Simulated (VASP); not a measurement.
Ge3Te2S:

```xyz
6
Lattice="3.3787 1.9507 3.7013 -3.3787 1.9507 3.7013 0.0000 -3.9014 3.7013" Properties=species:S:1:pos:R:3 pbc="T T T"
Ge    0.0000   -1.9507    1.8506
Ge    1.6894    0.9754    1.8506
Ge   -1.6894    0.9754    1.8506
Te    0.0000    0.0000    4.0369
Te    0.0000    0.0000    7.0670
S     0.0000    0.0000    0.0000
```

The cell was built from a structure type or drawn by symmetry, and may not be a known phase.

| Item | Value |
| --- | --- |
| Program | VASP 6.6.1 |
| Task | relaxation of cell and atoms |
| Functional | PBE |
| Potentials or basis | VASP PAW PBE potentials, release 64 (Ge_d, Te, S) |
| Cutoff | 600 eV |
| k mesh | 6 × 6 × 6 |
| Occupations | gaussian, width 0.1 eV |
| Spin | no spin polarisation |

At the start: pressure 0.6 GPa; volume 24.39 Å³/atom.

How do energy, volume and symmetry change on relaxing?

Over 9 steps the energy falls by 2.9 meV/atom and the volume is 24.71 Å³/atom (+1.3 %); space group R-3m (No. 166, to 0.1 Å) before and after.

The path:
| step | energy change (eV) | largest force (eV/Å) | pressure (GPa) | volume (Å³) |
| --- | --- | --- | --- | --- |
| 1 | 0.0000 | 0.2849 | 0.61 | 146.37 |
| 2 | -0.0132 | 0.1771 | -0.07 | 148.34 |
| 3 | -0.0136 | 0.1489 | -0.33 | 148.99 |
| 4 | -0.0137 | 0.1545 | -0.23 | 148.85 |
| 5 | -0.0165 | 0.0687 | -0.14 | 148.32 |
| 6 | -0.0170 | 0.0057 | 0.12 | 147.93 |
| 7 | -0.0170 | 0.0150 | 0.02 | 147.99 |
| 8 | -0.0170 | 0.0110 | 0.10 | 147.96 |
| 9 | -0.0171 | 0.0006 | 0.01 | 148.26 |

Final structure:
```yaml
crystal:
  lattice:
    - [3.38003, 1.95146, 3.74615]
    - [-3.38003, 1.95146, 3.74615]
    - [0.00000, -3.90293, 3.74615]
  atoms:
    - { symbol: Ge, position: [0.00000, 0.00000, 0.50000] }
    - { symbol: Ge, position: [0.50000, 0.00000, 0.00000] }
    - { symbol: Ge, position: [0.00000, 0.50000, 0.00000] }
    - { symbol: Te, position: [0.36039, 0.36039, 0.36039] }
    - { symbol: Te, position: [0.63961, 0.63961, 0.63961] }
    - { symbol: S, position: [0.00000, 0.00000, 0.00000] }
```
